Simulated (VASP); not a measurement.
A run of VASP 6.6.1 is set up as follows.

The input INCAR:

```
PREC = Accurate ; ENCUT = 520
EDIFF = 1E-6 ; ISMEAR = 0
SIGMA = 0.1 ; LREAL = F
LASPH = T ; NELM = 100
ALGO = Fast ; ISIF = 2
LWAVE = F ; LCHARG = T
GGA = PE ; LELF = T
LVHAR = T ; NBANDS = 46
```

The input KPOINTS:

```
Automatic mesh
0
Gamma
  12 12 8
```

The input POSCAR:

```
TePt3
1.0
    5.6948634275      0.0000000000      0.0000000000
   -2.8474317138      4.9318963993      0.0000000000
    0.0000000000      0.0000000000      5.0056512750
Te Pt
2 6
Direct
    0.6666666667      0.3333333333      0.2500000000
    0.3333333333      0.6666666667      0.7500000000
    0.8355407944      0.1644592056      0.7500000000
    0.3289184113      0.1644592056      0.7500000000
    0.8355407944      0.6710815887      0.7500000000
    0.1644592056      0.8355407944      0.2500000000
    0.6710815887      0.8355407944      0.2500000000
    0.1644592056      0.3289184113      0.2500000000
```

Potentials or basis: VASP PAW PBE potentials, release 64 (Te, Pt).

Launch:

```sh
$ cat potpaw_PBE.64/Te/POTCAR potpaw_PBE.64/Pt/POTCAR > POTCAR
$ mpirun -np 1 vasp_std > vasp.out
```

Task: Predict the band gap on the k mesh.

Result: Zero (band 36 reaches 11.92 eV, above the bottom of band 37 at 10.48 eV).

Task: Predict the largest force.

Result: 0.005 eV/Å.

Task: Predict the pressure.

Result: -0.3 GPa.

Stress tensor (GPa, compression positive):
```
-0.29  0.00  0.00
 0.00 -0.29  0.00
 0.00  0.00 -0.44
```

Caveat: spin-orbit coupling is left out, which moves the levels of the heavy elements.
